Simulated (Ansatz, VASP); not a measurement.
# H4CO: VASP beside Ansatz

```
CELL_PARAMETERS angstrom
8.05483 0.00000 0.00000
0.00000 8.05483 0.00000
0.00000 0.00000 8.05483
ATOMIC_POSITIONS crystal
C 0.90906 0.93485 0.44200
C 0.30150 0.43833 0.78637
C 0.85173 0.42185 0.40984
C 0.42055 0.92916 0.71343
C 0.39879 0.67669 0.29398
C 0.83345 0.62957 0.99506
O 0.75746 0.84402 0.45390
O 0.37277 0.55089 0.90414
O 0.75664 0.31937 0.30064
O 0.59153 0.90892 0.76048
O 0.27344 0.56290 0.23939
O 0.72119 0.49160 0.96776
H 0.91933 0.98406 0.31513
H 0.71485 0.85553 0.56725
H 0.91148 0.04193 0.52744
H 0.01811 0.85508 0.46727
H 0.16959 0.47088 0.77453
H 0.49243 0.52772 0.91585
H 0.35903 0.44985 0.66285
H 0.31047 0.30823 0.82814
H 0.85393 0.35820 0.53086
H 0.73451 0.38142 0.19915
H 0.98124 0.43752 0.36772
H 0.79618 0.54579 0.42722
H 0.42027 0.95675 0.57999
H 0.59365 0.86693 0.87392
H 0.34929 0.81479 0.73749
H 0.36266 0.03390 0.78040
H 0.41461 0.66288 0.42947
H 0.29470 0.54574 0.12016
H 0.52090 0.65130 0.23618
H 0.36519 0.80706 0.26735
H 0.77733 0.70714 0.09189
H 0.77269 0.41796 0.88722
H 0.95459 0.58620 0.04098
H 0.85038 0.70249 0.88096
```

Alike in both runs: functional PBE; dispersion D3(BJ); k mesh 1 × 1 × 1; occupations fermi-dirac, width 0.02 eV; no spin polarisation.

Ansatz relaxed the structure, and its values are those at the end. VASP's run is a single point on that final structure, the one shown.

```csv
,VASP,Ansatz
version,VASP 6.6.1,Ansatz 0.2.0
potentials or method,"VASP PAW PBE potentials, release 64 (C, O, H), cutoff 520 eV","scalar-relativistic, plane waves, PAW"
valence electrons in the cell,84,84
```

|  | VASP | Ansatz | Ansatz less VASP |
| --- | --- | --- | --- |
| rms of the force components (eV/Å) | 0.061 | 0.063 | +0.0019 |
